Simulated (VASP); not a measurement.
# InSe (R3m) in VASP: single point with PBEsol+D3(BJ)

Aim: the single point of InSe with PBEsol+D3(BJ).

The COD entry that gives the cell may itself be a prediction, so a difference from it is no test against experiment.

All numbers are computed with VASP 6.6.1; they aren't measurements. Logs are shortened: lines on timing, memory, paths and dates and some standing lists are left out, and cuts for length are marked.

**1. The cell of the first run**

Symmetry: R3m, No. 160, trigonal system. Conventional cell: a = 4.000 Å, b = 4.000 Å, c = 24.202 Å, α = 90.00°, β = 90.00°, γ = 120.00°. Within 3.5 Å of In (site symmetry 3m) lie 3 Se at 2.62 Å and 1 In at 2.72 Å. In (site symmetry 3m) has 3 Se at 2.62 Å and 1 In at 2.72 Å within 3.5 Å. Within 3.5 Å of Se (site symmetry 3m) lie 3 In at 2.62 Å. Within 3.5 Å of Se (site symmetry 3m) lie 3 In at 2.62 Å.

**2. Single point, PBEsol+D3(BJ) (strain +0.000 along x and y, -0.030 along z)**

INCAR reads:

```
SYSTEM = InSe
ALGO = Normal
EDIFF = 1E-6
ENCUT = 520
GGA = PS
ISIF = 2
ISMEAR = 0
IVDW = 12
LASPH = .True.
LCHARG = .True.
LELF = .True.
LREAL = .False.
LVHAR = .True.
LWAVE = .False.
NBANDS = 27
NELM = 60
PREC = Accurate
SIGMA = 0.03
```

KPOINTS reads:

```
k-points
0
Gamma
  12 12 12
  0 0 0
```

POSCAR reads:

```
InSe
1.0
    1.9999996503      1.1547003365      8.0671699000
   -1.9999996503      1.1547003365      8.0671699000
    0.0000000000     -2.3094006730      8.0671699000
In Se
2 2
Direct
    0.0000000000      0.0000000000      0.0000000000
    0.1122000000      0.1122000000      0.1122000000
    0.6155000000      0.6155000000      0.6155000000
    0.8300000000      0.8300000000      0.8300000000
```

Potentials or basis: VASP PAW PBE potentials, release 64 (In_d, Se).

Run with:

```
$ cat potpaw_PBE.64/In_d/POTCAR potpaw_PBE.64/Se/POTCAR > POTCAR
$ mpirun -np 1 vasp_std > vasp.out
```

OUTCAR:

```text
SYSTEM = InSe
   EDIFF = 1E-6
   ENCUT = 520
   GGA = PS
   ISIF = 2
   ISMEAR = 0
   IVDW = 12
   LASPH = .True.
   LREAL = .False.
   NELM = 60
   PREC = Accurate
 IVDW          = 12

 ion  position               nearest neighbor table
   1  0.000  0.000  0.000-   3 2.62   3 2.62   3 2.62   2 2.72
   2  0.112  0.112  0.112-   4 2.62   4 2.62   4 2.62   1 2.72
   3  0.615  0.615  0.615-   1 2.62   1 2.62   1 2.62
   4  0.830  0.830  0.830-   2 2.62   2 2.62   2 2.62

  LATTYP: Found a trigonal (rhomboedric) cell.
 ALAT       =     8.3912193193
 COS(alpha) =     0.8863839489

  Lattice vectors:

 A1 = (   1.9999996503,   1.1547003365,   8.0671699000)
 A2 = (  -1.9999996503,   1.1547003365,   8.0671699000)
 A3 = (   0.0000000000,  -2.3094006730,   8.0671699000)

Analysis of symmetry for initial positions (statically):
=====================================================================
 Subroutine PRICEL returns:
 Original cell was already a primitive cell.

 Routine SETGRP: Setting up the symmetry group for a
 trigonal (rhombohedral) supercell.

 Subroutine GETGRP returns: Found  6 space group operations
 (whereof  6 operations were pure point group operations)
 out of a pool of 12 trial point group operations.

The static configuration has the point symmetry C_3v.

Analysis of symmetry for dynamics (positions and initial velocities):
=====================================================================
 Subroutine PRICEL returns:
 Original cell was already a primitive cell.

 Routine SETGRP: Setting up the symmetry group for a
 trigonal (rhombohedral) supercell.

 Subroutine GETGRP returns: Found  6 space group operations
 (whereof  6 operations were pure point group operations)
 out of a pool of 12 trial point group operations.

The dynamic configuration has the point symmetry C_3v.

 Subroutine INISYM returns: Found  6 space group operations
 (whereof  6 operations are pure point group operations),
 and found     1 'primitive' translations

----------------------------------------------------------------------------------------

                                     Primitive cell

  volume of cell :     111.7819

  direct lattice vectors                    reciprocal lattice vectors
     1.999999650  1.154700336  8.067169900     0.250000044  0.144337593  0.041319736
    -1.999999650  1.154700336  8.067169900    -0.250000044  0.144337593  0.041319736
     0.000000000 -2.309400673  8.067169900     0.000000000 -0.288675185  0.041319736

  length of vectors
     8.391219319  8.391219319  8.391219319     0.291617357  0.291617357  0.291617357

  position of ions in fractional coordinates (direct lattice)
     0.000000000  0.000000000  0.000000000
     0.112200000  0.112200000  0.112200000
     0.615500000  0.615500000  0.615500000
     0.830000000  0.830000000  0.830000000

  ion indices of the primitive-cell ions
   primitive index   ion index
                 1           1
                 2           2
                 3           3
                 4           4

----------------------------------------------------------------------------------------

 KPOINTS: k-points

Automatic generation of k-mesh.
 Grid dimensions read from file:
 generate k-points for:   12   12   12

 Generating k-lattice:

  Cartesian coordinates                     Fractional coordinates (reciprocal lattice)
     0.020833337  0.012028133  0.003443311     0.083333333 -0.000000000 -0.000000000
    -0.020833337  0.012028133  0.003443311    -0.000000000  0.083333333 -0.000000000
     0.000000000 -0.024056265  0.003443311    -0.000000000 -0.000000000  0.083333333

  Length of vectors
     0.024301446  0.024301446  0.024301446

  Shift w.r.t. Gamma in fractional coordinates (k-lattice)
     0.000000000  0.000000000  0.000000000

 Subroutine IBZKPT returns following result:
 ===========================================

 Found    189 irreducible k-points:

 Following reciprocal coordinates:
            Coordinates               Weight
  0.000000  0.000000  0.000000      1.000000
  0.083333  0.000000  0.000000      6.000000
  0.166667  0.000000  0.000000      6.000000
  0.250000  0.000000  0.000000      6.000000
  0.333333  0.000000  0.000000      6.000000
  0.416667  0.000000  0.000000      6.000000
[... 16 lines left out ...]
  0.500000  0.166667  0.000000     12.000000
 -0.416667  0.166667 -0.000000     12.000000
 [... further k-points ...]
   k-points           NKPTS =    189   k-points in BZ     NKDIM =    189   number of bands    NBANDS=     27
   number of dos      NEDOS =    301   number of ions     NIONS =      4
   total plane-waves  NPLWV = 262144
   dimension x,y,z NGX =    64 NGY =   64 NGZ =   64
   dimension x,y,z NGXF=   128 NGYF=  128 NGZF=  128
   ions per type =               2   2
   NGX,Y,Z   is equivalent  to a cutoff of  12.68, 12.68, 12.68 a.u.
   NGXF,Y,Z  is equivalent  to a cutoff of  25.36, 25.36, 25.36 a.u.
 SYSTEM =  InSe
   PREC   = accura    normal or accurate (medium, high low for compatibility)
   ISTART =      0    job   : 0-new  1-cont  2-samecut
   ICHARG =      2    charge: 1-file 2-atom 10-const
   ISPIN  =      1    spin polarized calculation?
   LNONCOLLINEAR =      F non collinear calculations
   LSORBIT =      F    spin-orbit coupling
   LASPH  =      T    aspherical Exc in radial PAW
   ENCUT  =  520.0 eV  38.22 Ry    6.18 a.u.  15.60 15.60 15.60*2*pi/ulx,y,z
   NELM   =     60;   NELMIN=  2; NELMDL= -5     # of ELM steps
   EDIFF  = 0.1E-05   stopping-criterion for ELM
   LREAL  =      F    real-space projection
   EDIFFG = 0.1E-04   stopping-criterion for IOM
   NSW    =      0    number of steps for IOM
   IBRION =     -1    ionic relax: 0-MD 1-quasi-New 2-CG
   NFREE  =      0    steps in history (QN), initial steepest desc. (CG)
   ISIF   =      2    stress and relaxation
   ISYM   =      2    0-nonsym 1-usesym 2-fastsym
   POTIM  = 0.5000    time-step for ionic-motion
   TEBEG  =    0.0;   TEEND  =   0.0 temperature during run
   PSTRESS=    0.0 pullay stress
   NELECT =      38.0000    total number of electrons
   NUPDOWN=      -1.0000    fix difference up-down
   EMIN   =  10.00;   EMAX   =-10.00  energy-range for DOS
   EFERMI =   0.00;   METHOD = LEGACY
   ISMEAR =     0;   SIGMA  =   0.03  broadening in eV -4-tet -1-fermi 0-gaus
   EFERMI_NEDOS =   21; number of points for ismear=-14 and -15
   IALGO  =     38    algorithm
   IMIX   =      4    mixing-type and parameters
     AMIX     =   0.40;   BMIX     =  1.00
     AMIX_MAG =   1.60;   BMIX_MAG =  1.00
  volume/ion in A,a.u.               =      27.95       188.59
  Fermi-wavevector in a.u.,A,eV,Ry     =   1.142559  2.159124 17.761618  1.305442
  Thomas-Fermi vector in A             =   2.279257
   LORBIT       =      0    0 simple, 1 ext, 2 COOP (PROOUT), +10 PAW based schemes
   GGA     = PS    functional components
   LHFCALC =     F    Hartree Fock is set to
   AEXX    =    0.0000 exact exchange contribution
   IVDW    =    12    specifies the selected vdW correction
   LEPSILON=     F    determine dielectric tensor
   LRPA    =     F    only Hartree local field effects (RPA)
 non-spin polarized calculation
 Gauss-broadening in eV      SIGMA  =   0.03
  energy-cutoff  :      520.00
  volume of cell :      111.78
 maximum number of plane-waves:      3036
   NGX = 31   NGY = 31   NGZ = 31

 number of electron      38.0000005 magnetization

 Free energy of the ion-electron system (eV)
  ---------------------------------------------------
  ext. energy  EPLUGINS =         0.00000000
  ---------------------------------------------------
  free energy    TOTEN  =       -15.56321450 eV

  energy without entropy =      -15.56321450  energy(sigma->0) =      -15.56321450

 E-fermi :   4.6768     XC(G=0):  -9.3185

 val. band max:        4.5872522446   @ k =   0.5000   0.5000   0.5000
 cond. band min:       4.7662280876   @ k =   0.5000   0.5000   0.5000
 fundamental gap:      0.1789758429
 Fermi energy:         4.6767547402

 k-point     1 :       0.0000    0.0000    0.0000
  band No.  band energies     occupation
      1     -10.4551      2.00000
      2     -10.2144      2.00000
      3     -10.2144      2.00000
      4     -10.1019      2.00000
      5     -10.1019      2.00000
      6     -10.0995      2.00000
[... 19 lines left out ...]
     26       9.7842      0.00000
     27      11.8652      0.00000

 k-point     2 :       0.0833    0.0000    0.0000
  band No.  band energies     occupation
      1     -10.4550      2.00000
      2     -10.2505      2.00000
      3     -10.2136      2.00000
      4     -10.1414      2.00000
      5     -10.1027      2.00000
      6     -10.0966      2.00000
[... 19 lines left out ...]
     26       9.9671      0.00000
     27      11.8978      0.00000

 k-point     3 :       0.1667    0.0000    0.0000
  band No.  band energies     occupation
      1     -10.4598      2.00000
      2     -10.3225      2.00000
      3     -10.2257      2.00000
      4     -10.2123      2.00000
      5     -10.1098      2.00000
      6     -10.0828      2.00000
[... 19 lines left out ...]
     26      10.4061      0.00000
     27      11.1825      0.00000

 k-point     4 :       0.2500    0.0000    0.0000
  band No.  band energies     occupation
      1     -10.4867      2.00000
      2     -10.3722      2.00000
      3     -10.3134      2.00000
      4     -10.2121      2.00000
      5     -10.1185      2.00000
      6     -10.0636      2.00000
[... 19 lines left out ...]
     26      10.8051      0.00000
     27      11.1171      0.00000
[... 516 lines left out ...]
      4     -10.2230      2.00000
      5     -10.1183      2.00000
      6     -10.0487      2.00000
[... 19 lines left out ...]
     26      10.9869      0.00000
     27      11.4891      0.00000

 k-point    23 :       0.5000    0.1667    0.0000
  band No.  band energies     occupation
      1     -10.5673      2.00000
      2     -10.4426      2.00000
      3     -10.3834      2.00000
      4     -10.2273      2.00000
      5     -10.1202      2.00000
      6     -10.0393      2.00000
[... 19 lines left out ...]
     26      11.4448      0.00000
     27      11.8539      0.00000

 k-point    24 :      -0.4167    0.1667   -0.0000
  band No.  band energies     occupation
      1     -10.5784      2.00000
      2     -10.4535      2.00000
      3     -10.3829      2.00000
      4     -10.2289      2.00000
      5     -10.1209      2.00000
      6     -10.0358      2.00000
[... 19 lines left out ...]
     26      11.5803      0.00000
     27      12.3062      0.00000

 [... further k-points ...]

------------------------ aborting loop because EDIFF is reached ----------------------------------------

 Edisp (eV)   -1.21182

 E8    (eV) :    -0.8265

  FORCE on cell =-STRESS in cart. coord.  units (eV):
  Direction    XX          YY          ZZ          XY          YZ          ZX
  --------------------------------------------------------------------------------------
  -------------------------------------------------------------------------------------
  Total      -0.18303    -0.18303     0.82780    -0.00000    -0.00000     0.00000
  in kB      -2.62340    -2.62340    11.86486    -0.00000    -0.00000     0.00000
  external pressure =        2.21 kB  Pullay stress =        0.00 kB

 VOLUME and BASIS-vectors are now :
 -----------------------------------------------------------------------------
  energy-cutoff  :      520.00
  volume of cell :      111.78
      direct lattice vectors                 reciprocal lattice vectors
     1.999999650  1.154700336  8.067169900     0.250000044  0.144337593  0.041319736
    -1.999999650  1.154700336  8.067169900    -0.250000044  0.144337593  0.041319736
     0.000000000 -2.309400673  8.067169900     0.000000000 -0.288675185  0.041319736

 POSITION                                       TOTAL-FORCE (eV/Angst)
 -----------------------------------------------------------------------------------
      0.00000      0.00000      0.00000         0.000000      0.000000     -0.036188
      0.00000      0.00000      2.71541         0.000000      0.000000      0.033578
      0.00000      0.00000     14.89603         0.000000     -0.000000     -0.265776
      0.00000      0.00000     20.08725         0.000000      0.000000      0.268387
 -----------------------------------------------------------------------------------
    total drift:                                0.000000     -0.000000     -0.000122

  FREE ENERGIE OF THE ION-ELECTRON SYSTEM (eV)
  ---------------------------------------------------
  free  energy   TOTEN  =       -16.7750377050 eV

  energy  without entropy=      -16.7750377023  energy(sigma->0) =      -16.77503770
```

Run time: 32 min. Hardware: 1 thread of Intel Xeon Platinum 8259CL at 2.50GHz (Skylake/Cascade Lake), shared host; peak memory 0.86 GiB.

Results:

```
Free energy                : -16.7750 eV
Pressure                   : 0.2 GPa
Largest force              : 0.268 eV/Å
Band gap on the k mesh     : 0.18 eV, direct
Dispersion energy per atom : -0.303 eV
```

Forces in eV/Å, atoms in the order of the input:
```
In   0.000  0.000 -0.036
In   0.000  0.000  0.034
Se   0.000  0.000 -0.266
Se   0.000  0.000  0.268
```

Stress tensor (GPa, compression positive):
```
-0.26  0.00  0.00
 0.00 -0.26  0.00
 0.00  0.00  1.19
```

Caveat: the cell differs from its parent crystal (strain +0.000 along x and y, -0.030 along z); the PAW data sets were made with another functional, which shifts forces and pressure a little; spin-orbit coupling is left out, which moves the levels of the heavy elements. A k mesh can miss the band edges.
